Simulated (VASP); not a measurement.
Runs of VASP 6.6.1 on MgCdTe3. The structure is that of space group R-3m (No. 166), or close to it. The cells are those of the table. 

```csv
task,cell,k mesh,cutoff (eV),gap on the mesh (eV),pressure (GPa),relaxed volume (Å³/atom)
single point,"a = 5.531 Å, angles 77.7°, 5 atoms",3 × 3 × 3,520,none,4.7,-
single point,"a = 5.986 Å, angles 69.0°, 5 atoms",3 × 3 × 3,520,none,0.0,-
single point,"a = 6.054 Å, angles 66.7°, 5 atoms",6 × 6 × 6,520,none,0.0,-
relaxation of cell and atoms,"relaxed from a = 5.986 Å, angles 69.0°, 5 atoms",6 × 6 × 6,600,none,0.0,35.93
relaxation of cell and atoms,"relaxed from a = 5.531 Å, angles 77.7°, 5 atoms",3 × 3 × 3,600,none,0.0,(a)
```

Alike in all rows: level PBE; potentials or basis VASP PAW PBE potentials, release 64 (Mg, Cd, Te); no spin polarisation; smearing gaussian 0.1 eV.

Question: Estimate the missing entries.

Answer: (a) 36.02.

Caveats: some runs use coarse meshes; spin-orbit coupling is left out, which moves the levels of the heavy elements.

A k mesh can miss the band edges, and the runs leave out spin-orbit coupling on Cd, Te.

A gap of «none» marks levels without a gap at the run's occupations.
